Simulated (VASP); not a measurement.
Wanted: the native input for a VASP 6.6.1 run.

| Property | Result |
| --- | --- |
| Task | single point |
| Functional | r2SCAN |
| Potentials or basis | VASP PAW PBE potentials, release 64 (Pb_d, Te) |
| Cutoff | 520 eV |
| k mesh | 8 × 8 × 8 |
| Occupations | gaussian, width 0.01 eV |
| Spin | no spin polarisation |
| Dipole correction | no |
| Further INCAR settings | ALGO = Normal; EDIFF = 1e-06; NBANDS = 17 |

TePb:

```
Pb Te
1.0
     0.04388    3.27904    3.27904
     3.27904    0.04388    3.27904
     3.27904    3.27904    0.04388
Pb Te
1 1
Direct
  0.00000 0.00000 0.00000
  0.50000 0.50000 0.50000
```

This cell differs from its parent crystal: epitaxial 111 strain -1.0%.

The input as run:

POSCAR

```
TePb
1.0
    0.0438811361      3.2790396164      3.2790396164
    3.2790396164      0.0438811361      3.2790396164
    3.2790396164      3.2790396164      0.0438811361
Pb Te
1 1
Direct
    0.0000000000      0.0000000000      0.0000000000
    0.5000000000      0.5000000000      0.5000000000
```

INCAR.step1

```
PREC = Accurate
ENCUT = 520
ISMEAR = 0
SIGMA = 0.01
LREAL = False
LASPH = True
NELM = 80
NBANDS = 17
GGA = PE
ALGO = Normal
EDIFF = 1E-4
LWAVE = True
LCHARG = False
```

INCAR.step2

```
PREC = Accurate
ENCUT = 520
EDIFF = 1E-6
ISMEAR = 0
SIGMA = 0.01
LREAL = False
LASPH = True
NELM = 80
ALGO = Normal
ISIF = 2
LWAVE = False
LCHARG = False
METAGGA = R2SCAN
LMIXTAU = True
NBANDS = 17
ISTART = 1
```

KPOINTS

```
Automatic mesh
0
Gamma
  8 8 8
```

Potentials or basis: VASP PAW PBE potentials, release 64 (Pb_d, Te).

Run with:

```console
$ cat potpaw_PBE.64/Pb_d/POTCAR potpaw_PBE.64/Te/POTCAR > POTCAR
$ cp INCAR.step1 INCAR
$ mpirun -np 1 vasp_std > vasp.out
$ cp INCAR.step2 INCAR
$ mpirun -np 1 vasp_std > vasp.out
```

It gave:

```json
{
  "Pressure": "0.4 GPa",
  "Band gap on the k mesh": "0.93 eV (least direct gap 1.05 eV)"
}
```

Caveat: the cell differs from its parent crystal (epitaxial 111 strain -1.0%); the structure was generated, so it needn't be the stable form of TePb; the PAW data sets were made with another functional, which shifts forces and pressure a little; spin-orbit coupling is left out, which moves the levels of the heavy elements.

It took 3.8 min on 1 thread of AMD EPYC 7R13 Processor (Zen 3), with other jobs on the host, peak memory 0.24 GiB.
